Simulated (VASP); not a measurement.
# Si2W (I4/mmm) in VASP: a series of runs

Si2W is run at these levels: PBEsol; tasks: single point.

Program: VASP 6.6.1. These are calculated values, not measurements. Logs are shortened: lines on timing, memory, paths and dates and some standing lists are left out, and cuts for length are marked.

## Step 1: The cell of the first run

It takes space group I4/mmm (No. 139, tetragonal). Conventional cell: a = 3.059 Å, b = 3.059 Å, c = 7.540 Å, α = 90.00°, β = 90.00°, γ = 90.00°. Within 3.3 Å of Si (site symmetry 4mm) lie 9 Si at 2.50 to 3.06 Å and 5 W at 2.50 to 2.51 Å. Within 3.3 Å of W (site symmetry 4/mmm) lie 10 Si at 2.50 to 2.51 Å and 4 W at 3.06 Å.

## Step 2: Single point, PBEsol (11.76 Å³/atom)

File INCAR:

```
ALGO = Normal
EDIFF = 1E-6
ENCUT = 520
GGA = PS
ISIF = 2
ISMEAR = 0
LASPH = True
LCHARG = False
LREAL = False
LWAVE = False
NBANDS = 18
NELM = 100
PREC = Accurate
SIGMA = 0.1
```

File KPOINTS:

```
k-points
0
Gamma
  18 18 18
```

File POSCAR:

```
Si2W
1.0
   -1.5294049548      1.5294049548      3.7698593270
    1.5294049548     -1.5294049548      3.7698593270
    1.5294049548      1.5294049548     -3.7698593270
Si W
2 1
Direct
    0.3326944180      0.3326944180      0.0000000000
    0.6673055820      0.6673055820      0.0000000000
    0.0000000000      0.0000000000      0.0000000000
```

Potentials or basis: VASP PAW PBE potentials, release 64 (Si, W_sv).

The run is started by

```bash
> cat potpaw_PBE.64/Si/POTCAR potpaw_PBE.64/W_sv/POTCAR > POTCAR
> mpirun -np 1 vasp_std > vasp.out
```

OUTCAR:

```text
EDIFF = 1E-6
   ENCUT = 520
   GGA = PS
   ISIF = 2
   ISMEAR = 0
   LASPH = True
   LREAL = False
   NELM = 100
   PREC = Accurate

 ion  position               nearest neighbor table
   1  0.333  0.333  0.000-   2 2.50   2 2.50   2 2.50   2 2.50   3 2.50   3 2.50   3 2.50   3 2.50
                             3 2.51   2 2.52
   2  0.667  0.667  0.000-   1 2.50   1 2.50   1 2.50   1 2.50   3 2.50   3 2.50   3 2.50   3 2.50
                             3 2.51   1 2.52
   3  0.000  0.000  0.000-   2 2.50   2 2.50   2 2.50   1 2.50   2 2.50   1 2.50   1 2.50   1 2.50
                             1 2.51   2 2.51

  LATTYP: Found a body centered tetragonal cell.
 ALAT       =     3.0588099096
 C/A-ratio  =     2.4649189969

  Lattice vectors:

 A1 = (  -1.5294049548,   1.5294049548,   3.7698593270)
 A2 = (   1.5294049548,  -1.5294049548,   3.7698593270)
 A3 = (   1.5294049548,   1.5294049548,  -3.7698593270)

Analysis of symmetry for initial positions (statically):
=====================================================================
 Subroutine PRICEL returns:
 Original cell was already a primitive cell.

 Routine SETGRP: Setting up the symmetry group for a
 body centered tetragonal supercell.

 Subroutine GETGRP returns: Found 16 space group operations
 (whereof 16 operations were pure point group operations)
 out of a pool of 16 trial point group operations.

The static configuration has the point symmetry D_4h.

Analysis of symmetry for dynamics (positions and initial velocities):
=====================================================================
 Subroutine PRICEL returns:
 Original cell was already a primitive cell.

 Routine SETGRP: Setting up the symmetry group for a
 body centered tetragonal supercell.

 Subroutine GETGRP returns: Found 16 space group operations
 (whereof 16 operations were pure point group operations)
 out of a pool of 16 trial point group operations.

The dynamic configuration has the point symmetry D_4h.

 Subroutine INISYM returns: Found 16 space group operations
 (whereof 16 operations are pure point group operations),
 and found     1 'primitive' translations

----------------------------------------------------------------------------------------

                                     Primitive cell

  volume of cell :      35.2720

  direct lattice vectors                    reciprocal lattice vectors
    -1.529404955  1.529404955  3.769859327     0.000000000  0.326924533  0.132630944
     1.529404955 -1.529404955  3.769859327     0.326924533  0.000000000  0.132630944
     1.529404955  1.529404955 -3.769859327     0.326924533  0.326924533  0.000000000

  length of vectors
     4.346262576  4.346262576  4.346262576     0.352803936  0.352803936  0.462341108

  position of ions in fractional coordinates (direct lattice)
     0.332694418  0.332694418  0.000000000
     0.667305582  0.667305582  0.000000000
     0.000000000  0.000000000  0.000000000

  ion indices of the primitive-cell ions
   primitive index   ion index
                 1           1
                 2           2
                 3           3

----------------------------------------------------------------------------------------

 KPOINTS: k-points

Automatic generation of k-mesh.
 Grid dimensions read from file:
 generate k-points for:   18   18   18

 Generating k-lattice:

  Cartesian coordinates                     Fractional coordinates (reciprocal lattice)
     0.000000000  0.018162474  0.007368386     0.055555556  0.000000000 -0.000000000
     0.018162474  0.000000000  0.007368386     0.000000000  0.055555556 -0.000000000
     0.018162474  0.018162474  0.000000000     0.000000000  0.000000000  0.055555556

  Length of vectors
     0.019600219  0.019600219  0.025685617

  Shift w.r.t. Gamma in fractional coordinates (k-lattice)
     0.000000000  0.000000000  0.000000000

 Subroutine IBZKPT returns following result:
 ===========================================

 Found    480 irreducible k-points:

 Following reciprocal coordinates:
            Coordinates               Weight
  0.000000  0.000000  0.000000      1.000000
  0.055556 -0.000000  0.000000      8.000000
  0.111111 -0.000000  0.000000      8.000000
  0.166667 -0.000000  0.000000      8.000000
  0.222222  0.000000 -0.000000      8.000000
  0.277778  0.000000  0.000000      8.000000
[... 16 lines left out ...]
 -0.277778  0.055556  0.000000     16.000000
 -0.222222  0.055556  0.000000     16.000000
 [... further k-points ...]
   k-points           NKPTS =    480   k-points in BZ     NKDIM =    480   number of bands    NBANDS=     18
   number of dos      NEDOS =    301   number of ions     NIONS =      3
   total plane-waves  NPLWV =  32768
   dimension x,y,z NGX =    32 NGY =   32 NGZ =   32
   dimension x,y,z NGXF=    64 NGYF=   64 NGZF=   64
   ions per type =               2   1
   NGX,Y,Z   is equivalent  to a cutoff of  12.24, 12.24, 12.24 a.u.
   NGXF,Y,Z  is equivalent  to a cutoff of  24.48, 24.48, 24.48 a.u.
 SYSTEM =  unknown system
   PREC   = accura    normal or accurate (medium, high low for compatibility)
   ISTART =      0    job   : 0-new  1-cont  2-samecut
   ICHARG =      2    charge: 1-file 2-atom 10-const
   ISPIN  =      1    spin polarized calculation?
   LNONCOLLINEAR =      F non collinear calculations
   LSORBIT =      F    spin-orbit coupling
   LASPH  =      T    aspherical Exc in radial PAW
   ENCUT  =  520.0 eV  38.22 Ry    6.18 a.u.   8.08  8.08  8.08*2*pi/ulx,y,z
   NELM   =    100;   NELMIN=  2; NELMDL= -5     # of ELM steps
   EDIFF  = 0.1E-05   stopping-criterion for ELM
   LREAL  =      F    real-space projection
   EDIFFG = 0.1E-04   stopping-criterion for IOM
   NSW    =      0    number of steps for IOM
   IBRION =     -1    ionic relax: 0-MD 1-quasi-New 2-CG
   NFREE  =      0    steps in history (QN), initial steepest desc. (CG)
   ISIF   =      2    stress and relaxation
   ISYM   =      2    0-nonsym 1-usesym 2-fastsym
   POTIM  = 0.5000    time-step for ionic-motion
   TEBEG  =    0.0;   TEEND  =   0.0 temperature during run
   PSTRESS=    0.0 pullay stress
   NELECT =      22.0000    total number of electrons
   NUPDOWN=      -1.0000    fix difference up-down
   EMIN   =  10.00;   EMAX   =-10.00  energy-range for DOS
   EFERMI =   0.00;   METHOD = LEGACY
   ISMEAR =     0;   SIGMA  =   0.10  broadening in eV -4-tet -1-fermi 0-gaus
   EFERMI_NEDOS =   21; number of points for ismear=-14 and -15
   IALGO  =     38    algorithm
   IMIX   =      4    mixing-type and parameters
     AMIX     =   0.40;   BMIX     =  1.00
     AMIX_MAG =   1.60;   BMIX_MAG =  1.00
  volume/ion in A,a.u.               =      11.76        79.34
  Fermi-wavevector in a.u.,A,eV,Ry     =   1.398747  2.643248 26.619687  1.956492
  Thomas-Fermi vector in A             =   2.521874
   LORBIT       =      0    0 simple, 1 ext, 2 COOP (PROOUT), +10 PAW based schemes
   GGA     = PS    functional components
   LHFCALC =     F    Hartree Fock is set to
   AEXX    =    0.0000 exact exchange contribution
   IVDW    =     0    specifies the selected vdW correction
   LEPSILON=     F    determine dielectric tensor
   LRPA    =     F    only Hartree local field effects (RPA)
 non-spin polarized calculation
 Gauss-broadening in eV      SIGMA  =   0.10
  energy-cutoff  :      520.00
  volume of cell :       35.27
 maximum number of plane-waves:       970
   NGX = 17   NGY = 17   NGZ = 17

 number of electron      22.0000000 magnetization

 Free energy of the ion-electron system (eV)
  ---------------------------------------------------
  ext. energy  EPLUGINS =         0.00000000
  ---------------------------------------------------
  free energy    TOTEN  =       -26.10250157 eV

  energy without entropy =      -26.10139765  energy(sigma->0) =      -26.10194961

 E-fermi :  13.9440     XC(G=0): -13.2710

 val. band max:       13.9420018685   @ k =  -0.3889  -0.3889   0.3333
 cond. band min:      14.0245054138   @ k =  -0.3889  -0.4444   0.3333
 fundamental gap:      0.0825035453
 Fermi energy:        13.9440418276

 k-point     1 :       0.0000    0.0000    0.0000
  band No.  band energies     occupation
      1     -59.5721      2.00000
      2     -24.0194      2.00000
      3     -23.8727      2.00000
      4     -23.8727      2.00000
      5      -1.3461      2.00000
      6       6.1512      2.00000
[... 10 lines left out ...]
     17      20.4774      0.00000
     18      20.4774      0.00000

 k-point     2 :       0.0556   -0.0000    0.0000
  band No.  band energies     occupation
      1     -59.5716      2.00000
      2     -24.0185      2.00000
      3     -23.8847      2.00000
      4     -23.8716      2.00000
      5      -1.2784      2.00000
      6       6.1743      2.00000
[... 10 lines left out ...]
     17      20.4840      0.00000
     18      20.7055      0.00000

 k-point     3 :       0.1111   -0.0000    0.0000
  band No.  band energies     occupation
      1     -59.5702      2.00000
      2     -24.0159      2.00000
      3     -23.9192      2.00000
      4     -23.8684      2.00000
      5      -1.0774      2.00000
      6       6.2334      2.00000
[... 10 lines left out ...]
     17      20.5666      0.00000
     18      21.2422      0.00000

 k-point     4 :       0.1667   -0.0000    0.0000
  band No.  band energies     occupation
      1     -59.5680      2.00000
      2     -24.0120      2.00000
      3     -23.9716      2.00000
      4     -23.8636      2.00000
      5      -0.7490      2.00000
      6       6.2914      2.00000
[... 375 lines left out ...]
      4     -23.8567      2.00000
      5       0.8522      2.00000
      6       5.5760      2.00000
[... 10 lines left out ...]
     17      22.1599      0.00000
     18      23.2192      0.00000

 k-point    23 :      -0.2778    0.0556    0.0000
  band No.  band energies     occupation
      1     -59.5621      2.00000
      2     -24.1011      2.00000
      3     -23.9988      2.00000
      4     -23.8627      2.00000
      5       0.2223      2.00000
      6       6.1850      2.00000
[... 10 lines left out ...]
     17      22.1941      0.00000
     18      22.7257      0.00000

 k-point    24 :      -0.2222    0.0556    0.0000
  band No.  band energies     occupation
      1     -59.5649      2.00000
      2     -24.0342      2.00000
      3     -24.0041      2.00000
      4     -23.8692      2.00000
      5      -0.3139      2.00000
      6       6.5203      2.00000
[... 10 lines left out ...]
     17      21.3574      0.00000
     18      22.8170      0.00000

 [... further k-points ...]
[... 5 lines left out ...]
  --------------------------------------------------------------------------------------
  -------------------------------------------------------------------------------------
  Total        8.7200293      8.7200293      8.7039898      0.0000000      0.0000000     -0.0000000
  in kB      396.0941306    396.0941306    395.3655603      0.0000000      0.0000000     -0.0000000
  external PRESSURE =     395.8512738 kB  Pullay stress =       0.0000000 kB

 VOLUME and BASIS-vectors are now :
 -----------------------------------------------------------------------------
  energy-cutoff  :      520.00
  volume of cell :       35.27
      direct lattice vectors                 reciprocal lattice vectors
    -1.529404955  1.529404955  3.769859327     0.000000000  0.326924533  0.132630944
     1.529404955 -1.529404955  3.769859327     0.326924533  0.000000000  0.132630944
     1.529404955  1.529404955 -3.769859327     0.326924533  0.326924533  0.000000000

 POSITION                                       TOTAL-FORCE (eV/Angst)
 -----------------------------------------------------------------------------------
      0.00000      0.00000      2.50842         0.000000      0.000000     -0.007543
      0.00000      0.00000      5.03130         0.000000      0.000000      0.007543
      0.00000      0.00000      0.00000        -0.000000     -0.000000     -0.000000
 -----------------------------------------------------------------------------------
    total drift:                                0.000000      0.000000      0.000000

  FREE ENERGIE OF THE ION-ELECTRON SYSTEM (eV)
  ---------------------------------------------------
  free  energy   TOTEN  =       -26.1025015681 eV

  energy  without entropy=      -26.1013976468  energy(sigma->0) =      -26.10194961
```

Wall time 1.7 min (1 thread of Intel Xeon 6975P-C (Granite Rapids), shared host); peak memory 0.4 GiB.

Results:

- Free energy: -26.1025 eV
- Pressure: 39.6 GPa
- Largest force: 0.008 eV/Å
- Band gap on the k mesh: zero (bands 11 and 12 overlap by 1.67 eV)

Forces on the atoms (eV/Å):
```
Si   0.000  0.000 -0.008
Si   0.000  0.000  0.008
W    0.000  0.000  0.000
```

Levels at points of the mesh, in eV from the Fermi level:
| k point | band 8 | band 9 | band 10 | band 11 | band 12 | band 13 | band 14 | band 15 |
| --- | --- | --- | --- | --- | --- | --- | --- | --- |
| (0.00, 0.00, 0.00) | -3.71 | -3.24 | -3.24 | 0.84 | 2.30 | 3.70 | 3.71 | 3.71 |
| (0.50, 0.00, 0.00) | -5.24 | -3.36 | -3.11 | -0.61 | 3.04 | 3.40 | 4.18 | 5.43 |
| (0.50, 0.50, 0.00) | -5.62 | -5.48 | -3.94 | -1.63 | 3.21 | 3.71 | 3.90 | 4.19 |
| (0.50, 0.50, 0.50) | -3.11 | -0.78 | -0.78 | -0.62 | -0.62 | 1.07 | 4.86 | 6.05 |

Caveat: the cell stands under pressure; the PAW data sets were made with another functional, which shifts forces and pressure a little; spin-orbit coupling is left out, which moves the levels of the heavy elements.

## Step 3: Single point, PBEsol (12.16 Å³/atom)

This run uses another cell than the first one, of 12.16 Å³/atom.

File INCAR:

```
SYSTEM = Si2W
  PREC = Accurate
  ENCUT = 520
  EDIFF = 1E-6
  ISMEAR = 0
  SIGMA = 0.1
  LREAL = .False.
  LASPH = .True.
  NELM = 100
  ALGO = Normal
  ISIF = 2
  LWAVE = .False.
  LCHARG = .True.
  GGA = PS
  LELF = .True.
  LVHAR = .True.
  NBANDS = 18
```

File KPOINTS:

```
Automatic mesh
0
Gamma
  18 18 18
  0 0 0
```

File POSCAR:

```
Si2W
1.0
   -1.5479322995      1.5479322995      3.8056156618
    1.5479322995     -1.5479322995      3.8056156618
    1.5479322995      1.5479322995     -3.8056156618
Si W
2 1
Direct
    0.3331877990      0.3331877990      0.0000000000
    0.6668122010      0.6668122010      0.0000000000
    0.0000000000      0.0000000000      0.0000000000
```

Potentials or basis: VASP PAW PBE potentials, release 64 (Si, W_sv).

The run is started by

```bash
> cat potpaw_PBE.64/Si/POTCAR potpaw_PBE.64/W_sv/POTCAR > POTCAR
> mpirun -np 1 vasp_std > vasp.out
```

OUTCAR:

```text
SYSTEM = Si2W
   PREC = Accurate
   ENCUT = 520
   EDIFF = 1E-6
   ISMEAR = 0
   LREAL = .False.
   LASPH = .True.
   NELM = 100
   ISIF = 2
   GGA = PS

 ion  position               nearest neighbor table
   1  0.333  0.333  0.000-   2 2.53   2 2.53   2 2.53   2 2.53   3 2.53   3 2.53   3 2.53   3 2.53
                             3 2.54   2 2.54
   2  0.667  0.667  0.000-   1 2.53   1 2.53   1 2.53   1 2.53   3 2.53   3 2.53   3 2.53   3 2.53
                             3 2.54   1 2.54
   3  0.000  0.000  0.000-   2 2.53   2 2.53   2 2.53   1 2.53   2 2.53   1 2.53   1 2.53   1 2.53
                             1 2.54   2 2.54

[... 704 lines left out ...]
  --------------------------------------------------------------------------------------
  -------------------------------------------------------------------------------------
  Total        6.2281585      6.2281585      6.1869500      0.0000000      0.0000000     -0.0000000
  in kB      273.5781446    273.5781446    271.7680167      0.0000000      0.0000000     -0.0000000
  external PRESSURE =     272.9747686 kB  Pullay stress =       0.0000000 kB

 VOLUME and BASIS-vectors are now :
 -----------------------------------------------------------------------------
  energy-cutoff  :      520.00
  volume of cell :       36.47
      direct lattice vectors                 reciprocal lattice vectors
    -1.547932299  1.547932299  3.805615662     0.000000000  0.323011543  0.131384786
     1.547932299 -1.547932299  3.805615662     0.323011543  0.000000000  0.131384786
     1.547932299  1.547932299 -3.805615662     0.323011543  0.323011543  0.000000000

 POSITION                                       TOTAL-FORCE (eV/Angst)
 -----------------------------------------------------------------------------------
      0.00000      0.00000      2.53597         0.000000      0.000000     -0.016157
      0.00000      0.00000      5.07526        -0.000000     -0.000000      0.016157
      0.00000      0.00000      0.00000         0.000000      0.000000     -0.000000
 -----------------------------------------------------------------------------------
    total drift:                                0.000000      0.000000     -0.000000

  FREE ENERGIE OF THE ION-ELECTRON SYSTEM (eV)
  ---------------------------------------------------
  free  energy   TOTEN  =       -26.3527025333 eV

  energy  without entropy=      -26.3516468088  energy(sigma->0) =      -26.35217467
```

OSZICAR:

```text
N       E                     dE             d eps       ncg     rms          rms(c)
DAV:   1     0.132881676970E+03    0.13288E+03   -0.10921E+04 17280   0.125E+03
DAV:   2    -0.224975696933E+02   -0.15538E+03   -0.15152E+03 19708   0.328E+02
DAV:   3    -0.271109607500E+02   -0.46134E+01   -0.45501E+01 21468   0.508E+01
DAV:   4    -0.271486326710E+02   -0.37672E-01   -0.37624E-01 20228   0.478E+00
DAV:   5    -0.271489923600E+02   -0.35969E-03   -0.35966E-03 20440   0.499E-01    0.317E+01
DAV:   6    -0.264728656326E+02    0.67613E+00   -0.23674E+00 18802   0.118E+01    0.125E+01
DAV:   7    -0.263715395738E+02    0.10133E+00   -0.13025E-01 18678   0.224E+00    0.478E+00
DAV:   8    -0.263533459835E+02    0.18194E-01   -0.25333E-02 20088   0.119E+00    0.332E-01
DAV:   9    -0.263528358596E+02    0.51012E-03   -0.76125E-04 19678   0.235E-01    0.187E-01
DAV:  10    -0.263527046657E+02    0.13119E-03   -0.19940E-04 20560   0.120E-01    0.533E-02
DAV:  11    -0.263527021267E+02    0.25390E-05   -0.20566E-05 19348   0.314E-02    0.185E-02
DAV:  12    -0.263527025333E+02   -0.40665E-06   -0.58317E-07 10892   0.570E-03
   1 F= -.26352703E+02 E0= -.26352175E+02  d E =-.105572E-02
```

Run time: 3.1 min. Hardware: 1 thread of Intel Xeon 6975P-C (Granite Rapids), shared host; peak memory 0.43 GiB.

What came out:

```yaml
Free_energy: -26.3527 eV
Pressure: 27.3 GPa
Largest_force: 0.016 eV/Å
Band_gap_on_the_k_mesh: zero (bands 11 and 12 overlap by 1.56 eV)
```

Forces in eV/Å, atoms in the order of the input:
```
Si   0.000  0.000 -0.016
Si   0.000  0.000  0.016
W    0.000  0.000  0.000
```

Caveat: the cell stands under pressure; the PAW data sets were made with another functional, which shifts forces and pressure a little; spin-orbit coupling is left out, which moves the levels of the heavy elements.

The gap in the log of VASP goes by the Fermi energy; the results here count the filled bands.